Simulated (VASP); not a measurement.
# La3Tl (P1) in VASP: a series of runs

The runs below take La3Tl through single point, with LDA.

Program: VASP 6.6.1. These are calculated values, not measurements. Logs are shortened: lines on timing, memory, paths and dates and some standing lists are left out, and cuts for length are marked.

### Step 1. The cell of the first run

The typed cell holds 4 atoms: a = 5.060 Å, b = 5.060 Å, c = 5.060 Å, α = 90.00°, β = 90.00°, γ = 90.00°.

### Step 2. Single point, LDA

INCAR reads:

```
SYSTEM = La3Tl
  ALGO = Normal
  EDIFF = 1E-6
  ENCUT = 400
  GGA_COMPAT = .FALSE.
  ISIF = 2
  ISMEAR = -1
  LASPH = .TRUE.
  LCHARG = .FALSE.
  LMAXMIX = 6
  LREAL = .FALSE.
  LWAVE = .FALSE.
  NBANDS = 31
  NELM = 200
  PREC = Accurate
  SIGMA = 0.08
```

KPOINTS reads:

```
k-points
0
G
  4 4 4
  0 0 0
```

POSCAR reads:

```
La3Tl
1.0
    5.0600000000      0.0000000000      0.0000000000
    0.0000000000      5.0600000000      0.0000000000
    0.0000000000      0.0000000000      5.0600000000
La Tl
3 1
Direct
   -0.0080179842      0.4851944664      0.5587420949
    0.5651539526      0.0096237154      0.4843357708
    0.4608986166      0.5428231225     -0.0310474308
   -0.0122571146     -0.0255828063     -0.0081762846
```

Potentials or basis: VASP PAW LDA potentials, release 64 (La, Tl_d).

Run with:

```sh
> cat potpaw_LDA.64/La/POTCAR potpaw_LDA.64/Tl_d/POTCAR > POTCAR
> mpirun -np 1 vasp_std > vasp.out
```

OUTCAR:

```text
SYSTEM = La3Tl
   EDIFF = 1E-6
   ENCUT = 400
   ISIF = 2
   ISMEAR = -1
   LASPH = .TRUE.
   LREAL = .FALSE.
   NELM = 200
   PREC = Accurate

 ion  position               nearest neighbor table
   1  0.992  0.485  0.559-   3 3.17   2 3.26   4 3.31   4 3.39   3 3.41   2 3.44   4 3.79   4 3.86

   2  0.565  0.010  0.484-   1 3.26   4 3.29   4 3.35   1 3.44   3 3.45   3 3.56   3 3.68   4 3.84
                             4 3.89
   3  0.461  0.543  0.969-   1 3.17   4 3.24   1 3.41   2 3.45   4 3.45   2 3.56   2 3.68   4 3.74

   4  0.988  0.974  0.992-   3 3.24   2 3.29   1 3.31   2 3.35   1 3.39   3 3.45   3 3.74   1 3.79
                             2 3.84   1 3.86   2 3.89

  LATTYP: Found a simple cubic cell.
 ALAT       =     5.0600000000

  Lattice vectors:

 A1 = (   5.0600000000,   0.0000000000,   0.0000000000)
 A2 = (   0.0000000000,   5.0600000000,   0.0000000000)
 A3 = (   0.0000000000,   0.0000000000,   5.0600000000)

Analysis of symmetry for initial positions (statically):
=====================================================================
 Subroutine PRICEL returns:
 Original cell was already a primitive cell.

 Routine SETGRP: Setting up the symmetry group for a
 simple cubic supercell.

 Subroutine GETGRP returns: Found  1 space group operations
 (whereof  1 operations were pure point group operations)
 out of a pool of 48 trial point group operations.

The static configuration has the point symmetry C_1 .

Analysis of symmetry for dynamics (positions and initial velocities):
=====================================================================
 Subroutine PRICEL returns:
 Original cell was already a primitive cell.

 Routine SETGRP: Setting up the symmetry group for a
 simple cubic supercell.

 Subroutine GETGRP returns: Found  1 space group operations
 (whereof  1 operations were pure point group operations)
 out of a pool of 48 trial point group operations.

The dynamic configuration has the point symmetry C_1 .

 Subroutine INISYM returns: Found  1 space group operations
 (whereof  1 operations are pure point group operations),
 and found     1 'primitive' translations

----------------------------------------------------------------------------------------

                                     Primitive cell

  volume of cell :     129.5542

  direct lattice vectors                    reciprocal lattice vectors
     5.060000000  0.000000000  0.000000000     0.197628458  0.000000000  0.000000000
     0.000000000  5.060000000  0.000000000     0.000000000  0.197628458  0.000000000
     0.000000000  0.000000000  5.060000000     0.000000000  0.000000000  0.197628458

  length of vectors
     5.060000000  5.060000000  5.060000000     0.197628458  0.197628458  0.197628458

  position of ions in fractional coordinates (direct lattice)
     0.991982016  0.485194466  0.558742095
     0.565153953  0.009623715  0.484335771
     0.460898617  0.542823123  0.968952569
     0.987742885  0.974417194  0.991823715

  ion indices of the primitive-cell ions
   primitive index   ion index
                 1           1
                 2           2
                 3           3
                 4           4

----------------------------------------------------------------------------------------

 KPOINTS: k-points

Automatic generation of k-mesh.
 Grid dimensions read from file:
 generate k-points for:    4    4    4

 Generating k-lattice:

  Cartesian coordinates                     Fractional coordinates (reciprocal lattice)
     0.049407115  0.000000000  0.000000000     0.250000000  0.000000000  0.000000000
     0.000000000  0.049407115  0.000000000     0.000000000  0.250000000  0.000000000
     0.000000000  0.000000000  0.049407115     0.000000000  0.000000000  0.250000000

  Length of vectors
     0.049407115  0.049407115  0.049407115

  Shift w.r.t. Gamma in fractional coordinates (k-lattice)
     0.000000000  0.000000000  0.000000000

 Subroutine IBZKPT returns following result:
 ===========================================

 Found     36 irreducible k-points:

 Following reciprocal coordinates:
            Coordinates               Weight
  0.000000  0.000000  0.000000      1.000000
  0.250000  0.000000  0.000000      2.000000
  0.000000  0.250000  0.000000      2.000000
  0.000000  0.000000  0.250000      2.000000
  0.500000  0.000000  0.000000      1.000000
  0.000000  0.500000  0.000000      1.000000
[... 16 lines left out ...]
  0.250000  0.250000  0.250000      2.000000
 -0.250000  0.250000  0.250000      2.000000
 [... further k-points ...]
   k-points           NKPTS =     36   k-points in BZ     NKDIM =     36   number of bands    NBANDS=     31
   number of dos      NEDOS =    301   number of ions     NIONS =      4
   total plane-waves  NPLWV =  46656
   dimension x,y,z NGX =    36 NGY =   36 NGZ =   36
   dimension x,y,z NGXF=    72 NGYF=   72 NGZF=   72
   ions per type =               3   1
   NGX,Y,Z   is equivalent  to a cutoff of  11.83, 11.83, 11.83 a.u.
   NGXF,Y,Z  is equivalent  to a cutoff of  23.66, 23.66, 23.66 a.u.
 SYSTEM =  La3Tl
   PREC   = accura    normal or accurate (medium, high low for compatibility)
   ISTART =      0    job   : 0-new  1-cont  2-samecut
   ICHARG =      2    charge: 1-file 2-atom 10-const
   ISPIN  =      1    spin polarized calculation?
   LNONCOLLINEAR =      F non collinear calculations
   LSORBIT =      F    spin-orbit coupling
   LASPH  =      T    aspherical Exc in radial PAW
   ENCUT  =  400.0 eV  29.40 Ry    5.42 a.u.   8.25  8.25  8.25*2*pi/ulx,y,z
   NELM   =    200;   NELMIN=  2; NELMDL= -5     # of ELM steps
   EDIFF  = 0.1E-05   stopping-criterion for ELM
   LREAL  =      F    real-space projection
   EDIFFG = 0.1E-04   stopping-criterion for IOM
   NSW    =      0    number of steps for IOM
   IBRION =     -1    ionic relax: 0-MD 1-quasi-New 2-CG
   NFREE  =      0    steps in history (QN), initial steepest desc. (CG)
   ISIF   =      2    stress and relaxation
   ISYM   =      2    0-nonsym 1-usesym 2-fastsym
   POTIM  = 0.5000    time-step for ionic-motion
   TEBEG  =    0.0;   TEEND  =   0.0 temperature during run
   PSTRESS=    0.0 pullay stress
   NELECT =      46.0000    total number of electrons
   NUPDOWN=      -1.0000    fix difference up-down
   EMIN   =  10.00;   EMAX   =-10.00  energy-range for DOS
   EFERMI =   0.00;   METHOD = LEGACY
   ISMEAR =    -1;   SIGMA  =   0.08  broadening in eV -4-tet -1-fermi 0-gaus
   EFERMI_NEDOS =   21; number of points for ismear=-14 and -15
   IALGO  =     38    algorithm
   IMIX   =      4    mixing-type and parameters
     AMIX     =   0.40;   BMIX     =  1.00
     AMIX_MAG =   1.60;   BMIX_MAG =  1.00
  volume/ion in A,a.u.               =      32.39       218.57
  Fermi-wavevector in a.u.,A,eV,Ry     =   1.159250  2.190664 18.284318  1.343859
  Thomas-Fermi vector in A             =   2.295844
   LORBIT       =      0    0 simple, 1 ext, 2 COOP (PROOUT), +10 PAW based schemes
   GGA     = CA    functional components
   LHFCALC =     F    Hartree Fock is set to
   AEXX    =    0.0000 exact exchange contribution
   IVDW    =     0    specifies the selected vdW correction
   LEPSILON=     F    determine dielectric tensor
   LRPA    =     F    only Hartree local field effects (RPA)
 non-spin polarized calculation
  energy-cutoff  :      400.00
  volume of cell :      129.55
 maximum number of plane-waves:      2373
 NGX is ok and might be reduce to    36
   NGX = 17   NGY = 17   NGZ = 17

 number of electron      45.9999999 magnetization

 Free energy of the ion-electron system (eV)
  ---------------------------------------------------
  ext. energy  EPLUGINS =         0.00000000
  ---------------------------------------------------
  free energy    TOTEN  =       -20.44810533 eV

  energy without entropy =      -20.32343232  energy(sigma->0) =      -20.38576883

 E-fermi :   8.1272     XC(G=0): -10.2121

 val. band max:        8.1190018101   @ k =  -0.2500   0.5000   0.2500
 cond. band min:       8.1455396204   @ k =  -0.2500   0.2500   0.2500
 fundamental gap:      0.0265378103
 Fermi energy:         8.1272171474

 k-point     1 :       0.0000    0.0000    0.0000
  band No.  band energies     occupation
      1     -24.7288      2.00000
      2     -24.3626      2.00000
      3     -24.2811      2.00000
      4      -9.2208      2.00000
      5      -9.0305      2.00000
      6      -8.9297      2.00000
[... 23 lines left out ...]
     30       9.7667      0.00000
     31       9.8136      0.00000

 k-point     2 :       0.2500    0.0000    0.0000
  band No.  band energies     occupation
      1     -24.6778      2.00000
      2     -24.4116      2.00000
      3     -24.2850      2.00000
      4      -9.1611      2.00000
      5      -8.9399      2.00000
      6      -8.8519      2.00000
[... 23 lines left out ...]
     30       9.7285      0.00000
     31       9.7801      0.00000

 k-point     3 :       0.0000    0.2500    0.0000
  band No.  band energies     occupation
      1     -24.6855      2.00000
      2     -24.4126      2.00000
      3     -24.2756      2.00000
      4      -9.2103      2.00000
      5      -8.8834      2.00000
      6      -8.8469      2.00000
[... 23 lines left out ...]
     30       9.6761      0.00000
     31       9.7966      0.00000

 k-point     4 :       0.0000    0.0000    0.2500
  band No.  band energies     occupation
      1     -24.6957      2.00000
      2     -24.3994      2.00000
      3     -24.2780      2.00000
      4      -9.1898      2.00000
      5      -8.9544      2.00000
      6      -8.7940      2.00000
[... 635 lines left out ...]
     30       9.6441      0.00000
     31       9.6506      0.00000

 k-point    23 :       0.2500    0.2500    0.2500
  band No.  band energies     occupation
      1     -24.5950      2.00000
      2     -24.4823      2.00000
      3     -24.2964      2.00000
      4      -9.1460      2.00000
      5      -8.9344      2.00000
      6      -8.7376      2.00000
[... 23 lines left out ...]
     30       9.6011      0.00000
     31       9.6542      0.00000

 k-point    24 :      -0.2500    0.2500    0.2500
  band No.  band energies     occupation
      1     -24.6267      2.00000
      2     -24.4115      2.00000
      3     -24.3354      2.00000
      4      -9.3474      2.00000
      5      -8.8407      2.00000
      6      -8.6933      2.00000
[... 23 lines left out ...]
     30       9.5423      0.00000
     31       9.6246      0.00000

 [... further k-points ...]

------------------------ aborting loop because EDIFF is reached ----------------------------------------

  FORCE on cell =-STRESS in cart. coord.  units (eV):
  Direction    XX          YY          ZZ          XY          YZ          ZX
  --------------------------------------------------------------------------------------
  -------------------------------------------------------------------------------------
  Total       -2.0868164     -2.0510633     -2.3538360     -0.2312482      0.4135587      0.1394492
  in kB      -25.8073418    -25.3651891    -29.1095332     -2.8598119      5.1144173      1.7245473
  external PRESSURE =     -26.7606880 kB  Pullay stress =       0.0000000 kB

 VOLUME and BASIS-vectors are now :
 -----------------------------------------------------------------------------
  energy-cutoff  :      400.00
  volume of cell :      129.55
      direct lattice vectors                 reciprocal lattice vectors
     5.060000000  0.000000000  0.000000000     0.197628458  0.000000000  0.000000000
     0.000000000  5.060000000  0.000000000     0.000000000  0.197628458  0.000000000
     0.000000000  0.000000000  5.060000000     0.000000000  0.000000000  0.197628458

 POSITION                                       TOTAL-FORCE (eV/Angst)
 -----------------------------------------------------------------------------------
      5.01943      2.45508      2.82724         0.235406      0.020256     -0.732003
      2.85968      0.04870      2.45074        -0.741592      0.039998     -0.170811
      2.33215      2.74668      4.90290         0.303475     -0.536323      0.631682
      4.99798      4.93055      5.01863         0.202712      0.476070      0.271132
 -----------------------------------------------------------------------------------
    total drift:                               -0.000177     -0.000116     -0.000241

  FREE ENERGIE OF THE ION-ELECTRON SYSTEM (eV)
  ---------------------------------------------------
  free  energy   TOTEN  =       -20.4481053348 eV

  energy  without entropy=      -20.3234323193  energy(sigma->0) =      -20.38576883
```

Wall time 61 s (1 thread of AMD EPYC 9R45 (Zen 5), shared host); peak memory 0.21 GiB.

Results:

```yaml
Free_energy: -20.4481 eV
Pressure: -2.7 GPa
Largest_force: 0.882 eV/Å
Band_gap_on_the_k_mesh: zero (bands 23 and 24 overlap by 0.72 eV)
```

Forces in eV/Å, atoms in the order of the input:
```
La   0.235  0.020 -0.732
La  -0.742  0.040 -0.171
La   0.303 -0.536  0.632
Tl   0.203  0.476  0.271
```

Stress tensor (GPa, compression positive):
```
-2.58 -0.29  0.17
-0.29 -2.54  0.51
 0.17  0.51 -2.91
```

Caveat: spin-orbit coupling is left out, which moves the levels of the heavy elements.

### Step 3. Single point, LDA

INCAR reads:

```
  PREC = Accurate
  ENCUT = 520
  EDIFF = 1E-6
  ISMEAR = -1
  SIGMA = 0.08
  LREAL = F
  LASPH = T
  NELM = 80
  ALGO = Normal
  ISIF = 2
  LWAVE = F
  LCHARG = T
  LELF = T
  LVHAR = T
  NBANDS = 31
```

KPOINTS reads:

```
regular mesh
0
Gamma
  4 4 4
```

POSCAR is that of step 2.

Potentials or basis: VASP PAW LDA potentials, release 64 (La, Tl_d).

Run with:

```sh
> cat potpaw_LDA.64/La/POTCAR potpaw_LDA.64/Tl_d/POTCAR > POTCAR
> mpirun -np 1 vasp_std > vasp.out
```

Wall time 2.3 min (1 thread of AMD EPYC 7R13 (Zen 3), shared host); peak memory 0.26 GiB.

The run converged. Its results:

| Item | Value |
| --- | --- |
| Free energy | -20.4475 eV |
| Pressure | -2.7 GPa |
| Largest force | 0.882 eV/Å |
| Band gap on the k mesh | zero (bands 23 and 24 overlap by 0.72 eV) |

Forces in eV/Å, atoms in the order of the input:
```
La   0.235  0.020 -0.732
La  -0.741  0.040 -0.171
La   0.303 -0.536  0.632
Tl   0.203  0.476  0.271
```

Stress tensor (GPa, compression positive):
```
-2.57 -0.29  0.17
-0.29 -2.53  0.51
 0.17  0.51 -2.90
```

Levels at points of the mesh, in eV from the Fermi level:
| k point | band 20 | band 21 | band 22 | band 23 | band 24 | band 25 | band 26 | band 27 |
| --- | --- | --- | --- | --- | --- | --- | --- | --- |
| (0.00, 0.00, 0.00) | -1.08 | -0.89 | -0.72 | -0.64 | -0.52 | 0.44 | 0.78 | 0.89 |
| (0.50, 0.00, 0.00) | -1.31 | -1.13 | -0.70 | -0.60 | 0.62 | 0.78 | 0.86 | 1.08 |
| (0.00, 0.50, 0.00) | -1.35 | -1.22 | -0.75 | -0.61 | 0.75 | 0.88 | 0.96 | 1.10 |
| (0.00, 0.00, 0.50) | -1.24 | -1.11 | -0.71 | -0.67 | 0.70 | 0.81 | 0.95 | 1.05 |
| (0.50, 0.50, 0.00) | -1.47 | -1.41 | -0.74 | -0.14 | 0.42 | 0.68 | 0.97 | 1.05 |
| (0.00, 0.50, 0.50) | -1.45 | -1.38 | -0.37 | -0.10 | 0.38 | 0.78 | 0.95 | 1.22 |
| (0.50, 0.00, 0.50) | -1.49 | -1.41 | -0.58 | -0.12 | 0.41 | 0.70 | 0.93 | 1.08 |
| (0.50, 0.50, 0.50) | -1.05 | -0.97 | 0.13 | 0.20 | 0.41 | 0.66 | 0.97 | 1.15 |

Caveat: spin-orbit coupling is left out, which moves the levels of the heavy elements.
